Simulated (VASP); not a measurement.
# MnS (Fm-3m) in VASP: a series of runs, part 2 of 2

VASP 6.6.1. Earlier steps stand in the parts before.

## Step 4: Relaxation of cell and atoms, LDA+U, collinear spin, ferromagnetic start

Contents of INCAR:

```
SYSTEM = MnS
PREC = Accurate
ENCUT = 680
EDIFF = 1E-7
ISMEAR = -1
SIGMA = 0.05
LREAL = .False.
LASPH = .True.
NELM = 200
ALGO = Normal
ISIF = 3
LWAVE = .False.
LCHARG = .False.
ISPIN = 2
MAGMOM = 4 0
LORBIT = 11
LMAXMIX = 4
LDAU = .True.
LDAUTYPE = 2
LDAUL = 2 -1
LDAUU = 4 0
LDAUJ = 0 0
LDAUPRINT = 1
GGA = CA
IBRION = 2
NSW = 60
EDIFFG = -0.01
GGA_COMPAT = .False.
NELMIN = 4
```

Contents of KPOINTS:

```
regular mesh
0
Gamma
  9 9 9
  0 0 0
```

Contents of POSCAR:

```
MnS
1.0
    0.0000000000      2.6045000000      2.6045000000
    2.6045000000      0.0000000000      2.6045000000
    2.6045000000      2.6045000000      0.0000000000
Mn S
1 1
Direct
    0.0000000000      0.0000000000      0.0000000000
    0.5000000000      0.5000000000      0.5000000000
```

Potentials or basis: VASP PAW LDA potentials, release 64 (Mn_sv, S).

Launch:

```bash
> cat potpaw_LDA.64/Mn_sv/POTCAR potpaw_LDA.64/S/POTCAR > POTCAR
> mpirun -np 1 vasp_std > vasp.out
```

OUTCAR:

```text
SYSTEM = MnS
   PREC = Accurate
   ENCUT = 680
   EDIFF = 1E-7
   ISMEAR = -1
   LREAL = .False.
   LASPH = .True.
   NELM = 200
   ISIF = 3
   ISPIN = 2
   LORBIT = 11
   GGA = CA
   IBRION = 2
   NSW = 60
   EDIFFG = -0.01
   NELMIN = 4

 ion  position               nearest neighbor table
   1  0.000  0.000  0.000-   2 2.60   2 2.60   2 2.60   2 2.60   2 2.60   2 2.60
   2  0.500  0.500  0.500-   1 2.60   1 2.60   1 2.60   1 2.60   1 2.60   1 2.60

  LATTYP: Found a face centered cubic cell.
 ALAT       =     5.2090000000

  Lattice vectors:

 A1 = (   0.0000000000,   2.6045000000,   2.6045000000)
 A2 = (   2.6045000000,   0.0000000000,   2.6045000000)
 A3 = (   2.6045000000,   2.6045000000,   0.0000000000)

Analysis of symmetry for initial positions (statically):
=====================================================================
 Subroutine PRICEL returns:
 Original cell was already a primitive cell.

 Routine SETGRP: Setting up the symmetry group for a
 face centered cubic supercell.

 Subroutine GETGRP returns: Found 48 space group operations
 (whereof 48 operations were pure point group operations)
 out of a pool of 48 trial point group operations.
[... 279 lines left out ...]
  o =  0.9001  v =  0.0000  0.3890 -0.0000  0.9212  0.0000  0.0000  0.0000  0.0000  0.0000  0.0000      0.0000  0.0000  0.0000  0.0000  0.0000  0.0000  0.0000  0.0000  0.0000  0.0000
  o =  0.9001  v =  1.0000  0.0000  0.0000  0.0000  0.0000  0.0000  0.0000  0.0000  0.0000  0.0000      0.0000  0.0000  0.0000  0.0000  0.0000  0.0000  0.0000  0.0000  0.0000  0.0000
  o =  0.9191  v =  0.0000 -0.0000  0.0221  0.0000 -0.9998  0.0000  0.0000  0.0000  0.0000  0.0000      0.0000  0.0000  0.0000  0.0000  0.0000  0.0000  0.0000  0.0000  0.0000  0.0000
  o =  0.9191  v =  0.0000  0.0000  0.9998  0.0000  0.0221  0.0000  0.0000  0.0000  0.0000  0.0000      0.0000  0.0000  0.0000  0.0000  0.0000  0.0000  0.0000  0.0000  0.0000  0.0000

--------------------------------------- Ionic step        3  -------------------------------------------

 number of electron      21.0000006 magnetization       4.9779677

 Free energy of the ion-electron system (eV)
  ---------------------------------------------------
  ext. energy  EPLUGINS =         0.00000000
  ---------------------------------------------------
  free energy    TOTEN  =       -13.53420006 eV

  energy without entropy =      -13.53215397  energy(sigma->0) =      -13.53317702

 E-fermi :   8.0096     XC(G=0): -11.1877

 val. band max:        7.9314177791   @ k =  -0.3333   0.1111   0.0000
 cond. band min:       8.0822557191   @ k =   0.3333   0.3333   0.0000
 fundamental gap:      0.1508379400
 Fermi energy:         8.0095987027

 spin component 1

 k-point     1 :       0.0000    0.0000    0.0000
  band No.  band energies     occupation
      1     -73.0546      1.00000
      2     -42.2792      1.00000
      3     -42.2792      1.00000
      4     -42.2792      1.00000
      5      -6.6780      1.00000
      6       3.1933      1.00000
[... 936 lines left out ...]
  FREE ENERGIE OF THE ION-ELECTRON SYSTEM (eV)
  ---------------------------------------------------
  free  energy   TOTEN  =       -13.5342000606 eV

  energy  without entropy=      -13.5321539708  energy(sigma->0) =      -13.53317702

 reached required accuracy - stopping structural energy minimisation

 total charge

# of ion       s       p       d       tot
------------------------------------------
    1        2.136   6.015   4.706  12.856
    2        1.321   2.452   0.000   3.772
--------------------------------------------------
tot          3.456   8.467   4.706  16.629

 magnetization (x)

# of ion       s       p       d       tot
------------------------------------------
    1        0.030   0.018   4.330   4.379
    2        0.023   0.095   0.000   0.118
--------------------------------------------------
tot          0.053   0.113   4.330   4.497
```

OSZICAR:

```text
N       E                     dE             d eps       ncg     rms          rms(c)
DAV:   1     0.265375770812E+03    0.26538E+03   -0.12464E+04  2384   0.181E+03
DAV:   2     0.870753103417E+01   -0.25667E+03   -0.24741E+03  2264   0.529E+02
[... 34 lines left out ...]
DAV:   6    -0.135340786686E+02   -0.26627E-03   -0.64856E-04  4408   0.239E-01    0.158E-01
DAV:   7    -0.135341591750E+02   -0.80506E-04   -0.87463E-05  4336   0.107E-01    0.695E-02
DAV:   8    -0.135341951608E+02   -0.35986E-04   -0.34427E-05  4192   0.588E-02    0.182E-02
DAV:   9    -0.135341997176E+02   -0.45568E-05   -0.50900E-06  3976   0.271E-02    0.775E-03
DAV:  10    -0.135342000637E+02   -0.34608E-06   -0.70419E-07  3976   0.703E-03    0.313E-03
DAV:  11    -0.135342000606E+02    0.30905E-08   -0.49112E-08  1872   0.291E-03
   3 F= -.13534200E+02 E0= -.13533177E+02  d E =-.163138E-01  mag=     4.9780
```

It took 2 min on 1 thread of Intel Xeon Platinum 8259CL at 2.50GHz (Skylake/Cascade Lake), shared host; peak memory 0.19 GiB.

What came out:

```yaml
Free_energy: -13.5342 eV
Relaxed_volume: 16.95 Å³/atom
Relaxed_cell: a = 3.632 Å, b = 3.632 Å, c = 3.632 Å, α = 60.00°, β = 60.00°, γ = 60.00°
Space_group_after_relaxing_to_0.1_Å: Fm-3m (No. 225)
Energy_gained_by_relaxing: 8.2 meV/atom
Ionic_steps: 3
Pressure_after_relaxing: 0.0 GPa
Band_gap_on_the_k_mesh: zero (filled and empty bands overlap)
Net_moment: 4.98 μB per cell
Site_moments: Mn +4.38; S +0.12 μB
Valence_electrons_inside_the_program's_atomic_spheres: Mn 12.86; S 3.77
```

Step by step:
```csv
step,energy change (eV),largest force (eV/Å),pressure (GPa),volume (Å³)
1,0.0000,0.0000,-3.53,35.33
2,-0.0141,0.0000,1.35,33.38
3,-0.0163,0.0000,0.02,33.89
```

Final structure:
```cif
data_structure
_symmetry_space_group_name_H-M 'P 1'
_symmetry_Int_Tables_number 1
_cell_length_a 3.6324
_cell_length_b 3.6324
_cell_length_c 3.6324
_cell_angle_alpha 60.000
_cell_angle_beta 60.000
_cell_angle_gamma 60.000
_cell_volume 33.89
loop_
_atom_site_label
_atom_site_type_symbol
_atom_site_fract_x
_atom_site_fract_y
_atom_site_fract_z
_atom_site_occupancy
Mn1 Mn 0.00000 0.00000 0.00000 1
S1 S 0.50000 0.50000 0.50000 1
```

Levels at points of the mesh, in eV from the Fermi level:
Spin up:
| k point | band 10 | band 11 | band 12 | band 13 | band 14 | band 15 | band 16 |
| --- | --- | --- | --- | --- | --- | --- | --- |
| (0.00, 0.00, 0.00) | -4.81 | -1.76 | -1.76 | -1.76 | 2.00 | 8.38 | 8.38 |
Spin down:
```tsv
k point	band 6	band 7	band 8	band 9	band 10	band 11
(0.00, 0.00, 0.00)	-1.46	-1.46	-1.46	1.28	1.28	1.28
```

Eigenvalues of the final occupation matrices:
| site | spin | trace | eigenvalues |
| --- | --- | --- | --- |
| site 1 d | 1 | 4.54 | 0.90 0.90 0.90 0.92 0.92 |
| site 1 d | 2 | 0.19 | 0.02 0.02 0.02 0.07 0.07 |

Caveat: a cell with one magnetic atom can't hold antiferromagnetic order, which such compounds often take. The state reached can hang on the start; a lower one may exist.

## Step 5: Single point, PBE+U, collinear spin, ferromagnetic start

Contents of INCAR:

```
SYSTEM = MnS
ALGO     = Normal         ! electronic algorithm
EDIFF    = 1E-6           ! SCF threshold, eV
ENCUT    = 680            ! plane-wave cutoff, eV
GGA      = PE             ! functional
GGA_COMPAT= .False.      
ISIF     = 2              ! what is computed and relaxed
ISMEAR   = -1             ! smearing method
ISPIN    = 2              ! spin polarisation
LASPH    = .True.         ! aspherical terms in the spheres
LCHARG   = .True.         ! write CHGCAR
LDAU     = .True.         ! DFT+U
LDAUJ    = 0 0          
LDAUL    = 2 -1           ! shell
LDAUPRINT= 1            
LDAUTYPE = 2            
LDAUU    = 6.2 0          ! U, eV
LELF     = .True.         ! ELF
LMAXMIX  = 4              ! l up to which the mixer works
LORBIT   = 11             ! projections on sites
LREAL    = .False.        ! projectors in reciprocal space
LVHAR    = .True.       
LWAVE    = .False.        ! write WAVECAR
MAGMOM   = 5.01 0.08      ! initial moments
NBANDS   = 22             ! bands
NELM     = 200            ! most SCF steps
PREC     = Accurate       ! precision mode
SIGMA    = 0.15           ! smearing width, eV
```

Contents of KPOINTS:

```
k-points
0
Gamma
  9 9 9
  0 0 0
```

POSCAR is that of step 4.

Potentials or basis: VASP PAW PBE potentials, release 64 (Mn_sv, S).

Launch:

```bash
> cat potpaw_PBE.64/Mn_sv/POTCAR potpaw_PBE.64/S/POTCAR > POTCAR
> mpirun -np 1 vasp_std > vasp.out
```

Run time: 56 s. Hardware: 1 thread of AMD EPYC 9R45 (Zen 5), shared host; peak memory 0.2 GiB.

The run converged. Its results:

```
Free energy                                           : -12.2440 eV
Pressure                                              : 5.1 GPa
Band gap on the k mesh                                : 1.17 eV (least direct gap 3.30 eV)
Net moment                                            : 5.00 μB per cell
Site moments                                          : Mn +4.56; S +0.07 μB
Valence electrons inside the program's atomic spheres : Mn 12.88; S 3.80
```

Levels at points of the mesh, in eV from the valence-band top:
Spin up:
| k point | band 10 | band 11 | band 12 | band 13 | band 14 | band 15 | band 16 | band 17 |
| --- | --- | --- | --- | --- | --- | --- | --- | --- |
| (0.00, 0.00, 0.00) | -5.34 | -1.16 | -1.16 | -1.16 | 2.30 | 8.69 | 8.69 | 8.69 |
Spin down:
```csv
k point,band 4,band 5,band 6,band 7,band 8,band 9,band 10,band 11,band 12,band 13
"(0.00, 0.00, 0.00)",-45.44,-13.65,-1.01,-1.01,-1.01,2.90,2.90,2.90,3.07,3.07
```

Eigenvalues of the final occupation matrices:
```tsv
site	spin	trace	eigenvalues
site 1 d	1	4.65	0.92 0.92 0.92 0.94 0.94
site 1 d	2	0.12	0.01 0.01 0.01 0.05 0.05
```

Caveat: the cell stands under pressure; an odd mesh through Γ misses points on the zone boundary, where band edges can lie; a cell with one magnetic atom can't hold antiferromagnetic order, which such compounds often take.

## Step 6: Overview

| task | level | potentials or basis | U | cell | smearing | gap on the mesh (eV) | pressure (GPa) | moment (μB) | relaxed volume (Å³/atom) |
| --- | --- | --- | --- | --- | --- | --- | --- | --- | --- |
| single point | PBEsol+D4+U | VASP PAW PBE potentials, release 64 (Mn_sv, S) | Mn d U = 2.0 eV | as given | tetrahedron | none | -3.8 | 4.99 | - |
| relaxation of cell and atoms | LDA+U | VASP PAW LDA potentials, release 64 (Mn_sv, S) | Mn d U = 3.0 eV | relaxed | fermi-dirac 0.05 eV | none | 0.0 | 4.87 | 16.51 |
| relaxation of cell and atoms | LDA+U | VASP PAW LDA potentials, release 64 (Mn_sv, S) | Mn d U = 4.0 eV | relaxed | fermi-dirac 0.05 eV | none | 0.0 | 4.98 | 16.95 |
| single point | PBE+U | VASP PAW PBE potentials, release 64 (Mn_sv, S) | Mn d U = 6.2 eV | as given | fermi-dirac 0.15 eV | 1.17 | 5.1 | 5.00 | - |

Alike in all rows: spin collinear, ferromagnetic start; k mesh 9 × 9 × 9; cutoff (eV) 680.

Caveats: a cell with one magnetic atom can't hold antiferromagnetic order, which such compounds often take; the cell stands under tension (at least some runs); the PAW data sets were made with another functional, which shifts forces and pressure a little (at least some runs); the cell stands under pressure (at least some runs); an odd mesh through Γ misses points on the zone boundary, where band edges can lie (at least some runs).

Total energies depend on the potentials used, so only differences within one code and one set of settings carry meaning.

The gap in the log of VASP goes by the Fermi energy; the results here count the filled bands.